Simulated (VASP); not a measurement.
# Ru (Fd-3m) in VASP: notebook

Ru is run at these levels: r2SCAN; tasks: single point, relaxation of cell and atoms.

All numbers are computed with VASP 6.6.1; they aren't measurements. Logs are shortened: lines on timing, memory, paths and dates and some standing lists are left out, and cuts for length are marked.

## 1. The cell of the first run

It takes space group Fd-3m (No. 227, cubic). The conventional cell has a = 5.623 Å, b = 5.623 Å, c = 5.623 Å, α = 90.00°, β = 90.00°, γ = 90.00°. Ru (site symmetry -43m) has 4 Ru at 2.43 Å within 3.2 Å.

This isn't the form of Ru at room conditions, which is hcp.

## 2. Single point, r2SCAN (22.22 Å³/atom)

Contents of POSCAR:

```
Ru
1.0
    0.0000000000      2.8113623907      2.8113623907
    2.8113623907      0.0000000000      2.8113623907
    2.8113623907      2.8113623907      0.0000000000
Ru
2
Direct
    0.1250000000      0.1250000000      0.1250000000
    0.8750000000      0.8750000000      0.8750000000
```

Contents of INCAR.step1:

```
SYSTEM = Ru
PREC = Accurate
ENCUT = 520
ISMEAR = -1
SIGMA = 0.1
LREAL = .FALSE.
LASPH = .TRUE.
NELM = 100
NBANDS = 21
GGA = PE
ALGO = Normal
EDIFF = 1E-4
LWAVE = .TRUE.
LCHARG = .FALSE.
```

Contents of INCAR.step2:

```
SYSTEM = Ru
PREC = Accurate
ENCUT = 520
EDIFF = 1E-7
ISMEAR = -1
SIGMA = 0.1
LREAL = .FALSE.
LASPH = .TRUE.
NELM = 100
ALGO = Normal
ISIF = 2
LWAVE = .FALSE.
LCHARG = .FALSE.
METAGGA = R2SCAN
LMIXTAU = .TRUE.
NBANDS = 21
ISTART = 1
```

Contents of KPOINTS:

```
regular mesh
0
G
  11 11 11
  0 0 0
```

Potentials or basis: VASP PAW PBE potentials, release 64 (Ru_pv).

Command:

```
$ cat potpaw_PBE.64/Ru_pv/POTCAR > POTCAR
$ cp INCAR.step1 INCAR
$ mpirun -np 1 vasp_std > vasp.out
$ cp INCAR.step2 INCAR
$ mpirun -np 1 vasp_std > vasp.out
```

OUTCAR:

```text
SYSTEM = Ru
   PREC = Accurate
   ENCUT = 520
   EDIFF = 1E-7
   ISMEAR = -1
   LREAL = .FALSE.
   LASPH = .TRUE.
   NELM = 100
   ISIF = 2
   METAGGA = R2SCAN
   ISTART = 1

 ion  position               nearest neighbor table
   1  0.125  0.125  0.125-   2 2.43   2 2.43   2 2.43   2 2.43
   2  0.875  0.875  0.875-   1 2.43   1 2.43   1 2.43   1 2.43

  LATTYP: Found a face centered cubic cell.
 ALAT       =     5.6227247814

  Lattice vectors:

 A1 = (   0.0000000000,   2.8113623907,   2.8113623907)
 A2 = (   2.8113623907,   0.0000000000,   2.8113623907)
 A3 = (   2.8113623907,   2.8113623907,   0.0000000000)

Analysis of symmetry for initial positions (statically):
=====================================================================
 Subroutine PRICEL returns:
 Original cell was already a primitive cell.

 Routine SETGRP: Setting up the symmetry group for a
 face centered cubic supercell.

 Subroutine GETGRP returns: Found 48 space group operations
 (whereof 12 operations were pure point group operations)
 out of a pool of 48 trial point group operations.

The static configuration has the point symmetry D_3d.
 The point group associated with its full space group is O_h .

Analysis of symmetry for dynamics (positions and initial velocities):
=====================================================================
 Subroutine PRICEL returns:
 Original cell was already a primitive cell.

 Routine SETGRP: Setting up the symmetry group for a
 face centered cubic supercell.

 Subroutine GETGRP returns: Found 48 space group operations
 (whereof 12 operations were pure point group operations)
 out of a pool of 48 trial point group operations.

The dynamic configuration has the point symmetry D_3d.
 The point group associated with its full space group is O_h .

 Subroutine INISYM returns: Found 48 space group operations
 (whereof 12 operations are pure point group operations),
 and found     1 'primitive' translations

----------------------------------------------------------------------------------------

                                     Primitive cell

  volume of cell :      44.4407

  direct lattice vectors                    reciprocal lattice vectors
     0.000000000  2.811362391  2.811362391    -0.177849715  0.177849715  0.177849715
     2.811362391  0.000000000  2.811362391     0.177849715 -0.177849715  0.177849715
     2.811362391  2.811362391  0.000000000     0.177849715  0.177849715 -0.177849715

  length of vectors
     3.975866822  3.975866822  3.975866822     0.308044743  0.308044743  0.308044743

  position of ions in fractional coordinates (direct lattice)
     0.125000000  0.125000000  0.125000000
     0.875000000  0.875000000  0.875000000

  ion indices of the primitive-cell ions
   primitive index   ion index
                 1           1
                 2           2

----------------------------------------------------------------------------------------

 KPOINTS: regular mesh

Automatic generation of k-mesh.
 Grid dimensions read from file:
 generate k-points for:   11   11   11

 Generating k-lattice:

  Cartesian coordinates                     Fractional coordinates (reciprocal lattice)
    -0.016168156  0.016168156  0.016168156     0.090909091  0.000000000  0.000000000
     0.016168156 -0.016168156  0.016168156     0.000000000  0.090909091  0.000000000
     0.016168156  0.016168156 -0.016168156     0.000000000  0.000000000  0.090909091

  Length of vectors
     0.028004068  0.028004068  0.028004068

  Shift w.r.t. Gamma in fractional coordinates (k-lattice)
     0.000000000  0.000000000  0.000000000

 Subroutine IBZKPT returns following result:
 ===========================================

 Found     56 irreducible k-points:

 Following reciprocal coordinates:
            Coordinates               Weight
  0.000000  0.000000  0.000000      1.000000
  0.090909  0.000000  0.000000      8.000000
  0.181818  0.000000  0.000000      8.000000
  0.272727  0.000000  0.000000      8.000000
  0.363636  0.000000  0.000000      8.000000
  0.454545  0.000000  0.000000      8.000000
[... 16 lines left out ...]
 -0.272727  0.181818  0.000000     24.000000
 -0.181818  0.181818  0.000000     12.000000
 [... further k-points ...]
   k-points           NKPTS =     56   k-points in BZ     NKDIM =     56   number of bands    NBANDS=     21
   number of dos      NEDOS =    301   number of ions     NIONS =      2
   total plane-waves  NPLWV =  27000
   dimension x,y,z NGX =    30 NGY =   30 NGZ =   30
   dimension x,y,z NGXF=    60 NGYF=   60 NGZF=   60
   ions per type =               2
   NGX,Y,Z   is equivalent  to a cutoff of  12.54, 12.54, 12.54 a.u.
   NGXF,Y,Z  is equivalent  to a cutoff of  25.09, 25.09, 25.09 a.u.
 SYSTEM =  Ru
   PREC   = accura    normal or accurate (medium, high low for compatibility)
   ISTART =      1    job   : 0-new  1-cont  2-samecut
   ICHARG =      0    charge: 1-file 2-atom 10-const
   ISPIN  =      1    spin polarized calculation?
   LNONCOLLINEAR =      F non collinear calculations
   LSORBIT =      F    spin-orbit coupling
   LASPH  =      T    aspherical Exc in radial PAW
   ENCUT  =  520.0 eV  38.22 Ry    6.18 a.u.   7.39  7.39  7.39*2*pi/ulx,y,z
   NELM   =    100;   NELMIN=  2; NELMDL=  0     # of ELM steps
   EDIFF  = 0.1E-06   stopping-criterion for ELM
   LREAL  =      F    real-space projection
   EDIFFG = 0.1E-05   stopping-criterion for IOM
   NSW    =      0    number of steps for IOM
   IBRION =     -1    ionic relax: 0-MD 1-quasi-New 2-CG
   NFREE  =      0    steps in history (QN), initial steepest desc. (CG)
   ISIF   =      2    stress and relaxation
   ISYM   =      2    0-nonsym 1-usesym 2-fastsym
   POTIM  = 0.5000    time-step for ionic-motion
   TEBEG  =    0.0;   TEEND  =   0.0 temperature during run
   PSTRESS=    0.0 pullay stress
   NELECT =      28.0000    total number of electrons
   NUPDOWN=      -1.0000    fix difference up-down
   EMIN   =  10.00;   EMAX   =-10.00  energy-range for DOS
   EFERMI =   0.00;   METHOD = LEGACY
   ISMEAR =    -1;   SIGMA  =   0.10  broadening in eV -4-tet -1-fermi 0-gaus
   EFERMI_NEDOS =   21; number of points for ismear=-14 and -15
   IALGO  =     38    algorithm
   IMIX   =      4    mixing-type and parameters
     AMIX     =   0.40;   BMIX     =  1.00
     AMIX_MAG =   1.60;   BMIX_MAG =  1.00
  volume/ion in A,a.u.               =      22.22       149.95
  Fermi-wavevector in a.u.,A,eV,Ry     =   1.403462  2.652159 26.799474  1.969706
  Thomas-Fermi vector in A             =   2.526121
   LORBIT       =      0    0 simple, 1 ext, 2 COOP (PROOUT), +10 PAW based schemes
   METAGGA = R2SCAN    functional components
   LHFCALC =     F    Hartree Fock is set to
   AEXX    =    0.0000 exact exchange contribution
   IVDW    =     0    specifies the selected vdW correction
   LEPSILON=     F    determine dielectric tensor
   LRPA    =     F    only Hartree local field effects (RPA)
 non-spin polarized calculation
  energy-cutoff  :      520.00
  volume of cell :       44.44
 maximum number of plane-waves:      1243
 NGX is ok and might be reduce to    30
   NGX = 15   NGY = 15   NGZ = 15

 number of electron      27.9999994 magnetization

 Free energy of the ion-electron system (eV)
  ---------------------------------------------------
  ext. energy  EPLUGINS =         0.00000000
  ---------------------------------------------------
  free energy    TOTEN  =       -48.33218266 eV

  energy without entropy =      -48.26709069  energy(sigma->0) =      -48.29963667

 E-fermi :   5.8658     XC(G=0): -11.5714

 val. band max:        5.8621616256   @ k =   0.2727   0.1818   0.0909
 cond. band min:       5.8790092606   @ k =   0.2727   0.1818   0.0000
 fundamental gap:      0.0168476350
 Fermi energy:         5.8658228973

 k-point     1 :       0.0000    0.0000    0.0000
  band No.  band energies     occupation
      1     -38.4580      2.00000
      2     -38.4580      2.00000
      3     -38.4580      2.00000
      4     -37.7224      2.00000
      5     -37.7224      2.00000
      6     -37.7224      2.00000
[... 13 lines left out ...]
     20      18.7833      0.00000
     21      19.0011      0.00000

 k-point     2 :       0.0909    0.0000    0.0000
  band No.  band energies     occupation
      1     -38.4647      2.00000
      2     -38.4647      2.00000
      3     -38.4562      2.00000
      4     -37.7248      2.00000
      5     -37.7154      2.00000
      6     -37.7154      2.00000
[... 13 lines left out ...]
     20      17.0683      0.00000
     21      18.3896      0.00000

 k-point     3 :       0.1818    0.0000    0.0000
  band No.  band energies     occupation
      1     -38.4822      2.00000
      2     -38.4822      2.00000
      3     -38.4516      2.00000
      4     -37.7313      2.00000
      5     -37.6973      2.00000
      6     -37.6972      2.00000
[... 13 lines left out ...]
     20      14.8560      0.00000
     21      17.5717      0.00000

 k-point     4 :       0.2727    0.0000    0.0000
  band No.  band energies     occupation
      1     -38.5039      2.00000
      2     -38.5039      2.00000
      3     -38.4457      2.00000
      4     -37.7395      2.00000
      5     -37.6746      2.00000
      6     -37.6746      2.00000
[... 13 lines left out ...]
     20      14.8522      0.00000
     21      16.9575      0.00000

 k-point     5 :       0.3636    0.0000    0.0000
  band No.  band energies     occupation
      1     -38.5228      2.00000
      2     -38.5228      2.00000
      3     -38.4404      2.00000
      4     -37.7468      2.00000
      5     -37.6547      2.00000
      6     -37.6547      2.00000
[... 13 lines left out ...]
     20      15.0961      0.00000
     21      16.3195      0.00000

 k-point     6 :       0.4545    0.0000    0.0000
  band No.  band energies     occupation
      1     -38.5337      2.00000
      2     -38.5337      2.00000
      3     -38.4374      2.00000
      4     -37.7511      2.00000
      5     -37.6433      2.00000
      6     -37.6433      2.00000
[... 13 lines left out ...]
     20      14.8521      0.00000
     21      15.9701      0.00000

 k-point     7 :       0.0909    0.0909    0.0000
  band No.  band energies     occupation
      1     -38.4726      2.00000
      2     -38.4726      2.00000
      3     -38.4435      2.00000
      4     -37.7381      2.00000
      5     -37.7072      2.00000
      6     -37.7072      2.00000
[... 13 lines left out ...]
     20      17.6136      0.00000
     21      17.6136      0.00000
[... 291 lines left out ...]
      1     -38.5820      2.00000
      2     -38.5586      2.00000
      3     -38.3315      2.00000
      4     -37.8560      2.00000
      5     -37.6175      2.00000
      6     -37.5971      2.00000
[... 13 lines left out ...]
     20      14.0380      0.00000
     21      14.8521      0.00000

 k-point    21 :      -0.4545    0.1818    0.0000
  band No.  band energies     occupation
      1     -38.5958      2.00000
      2     -38.5569      2.00000
      3     -38.3264      2.00000
      4     -37.8606      2.00000
      5     -37.6192      2.00000
      6     -37.5839      2.00000
[... 13 lines left out ...]
     20      14.3420      0.00000
     21      14.8521      0.00000

 k-point    22 :      -0.3636    0.1818    0.0000
  band No.  band energies     occupation
      1     -38.5957      2.00000
      2     -38.5445      2.00000
      3     -38.3391      2.00000
      4     -37.8472      2.00000
      5     -37.6321      2.00000
      6     -37.5841      2.00000
[... 13 lines left out ...]
     20      14.8521      0.00000
     21      14.8523      0.00000

 k-point    23 :      -0.2727    0.1818    0.0000
  band No.  band energies     occupation
      1     -38.5802      2.00000
      2     -38.5246      2.00000
      3     -38.3662      2.00000
      4     -37.8193      2.00000
      5     -37.6528      2.00000
      6     -37.5994      2.00000
[... 13 lines left out ...]
     20      14.8522      0.00000
     21      14.8523      0.00000

 k-point    24 :      -0.1818    0.1818    0.0000
  band No.  band energies     occupation
      1     -38.5513      2.00000
      2     -38.5031      2.00000
      3     -38.3997      2.00000
      4     -37.7849      2.00000
      5     -37.6753      2.00000
      6     -37.6279      2.00000
[... 13 lines left out ...]
     20      14.8522      0.00000
     21      14.8523      0.00000

 [... further k-points ...]

------------------------ aborting loop because EDIFF is reached ----------------------------------------

  FORCE on cell =-STRESS in cart. coord.  units (eV):
  Direction    XX          YY          ZZ          XY          YZ          ZX
  --------------------------------------------------------------------------------------
  -------------------------------------------------------------------------------------
  Total       -4.1536674     -4.1536674     -4.1536674      0.0000000      0.0000000      0.0000000
  in kB     -149.7482689   -149.7482689   -149.7482689      0.0000000      0.0000000      0.0000000
  external PRESSURE =    -149.7482689 kB  Pullay stress =       0.0000000 kB

 VOLUME and BASIS-vectors are now :
 -----------------------------------------------------------------------------
  energy-cutoff  :      520.00
  volume of cell :       44.44
      direct lattice vectors                 reciprocal lattice vectors
     0.000000000  2.811362391  2.811362391    -0.177849715  0.177849715  0.177849715
     2.811362391  0.000000000  2.811362391     0.177849715 -0.177849715  0.177849715
     2.811362391  2.811362391  0.000000000     0.177849715  0.177849715 -0.177849715

 POSITION                                       TOTAL-FORCE (eV/Angst)
 -----------------------------------------------------------------------------------
      0.70284      0.70284      0.70284         0.000000      0.000000     -0.000000
      4.91988      4.91988      4.91988        -0.000000     -0.000000      0.000000
 -----------------------------------------------------------------------------------
    total drift:                               -0.000000      0.000000      0.000000

  FREE ENERGIE OF THE ION-ELECTRON SYSTEM (eV)
  ---------------------------------------------------
  free  energy   TOTEN  =       -48.3321826584 eV

  energy  without entropy=      -48.2670906916  energy(sigma->0) =      -48.29963667
```

It took 2 min on 1 thread of AMD EPYC 9R45 (Zen 5), shared host; peak memory 0.16 GiB.

What came out:

```yaml
Free_energy: -48.3322 eV
Pressure: -15.0 GPa
Band_gap_on_the_k_mesh: zero (bands 14 and 15 overlap by 0.79 eV)
```

Caveat: the cell stands under tension; the PAW data sets were made with another functional, which shifts forces and pressure a little.

(Part 1 of 2 ends here.)

The gap in the log of VASP goes by the Fermi energy; the results here count the filled bands.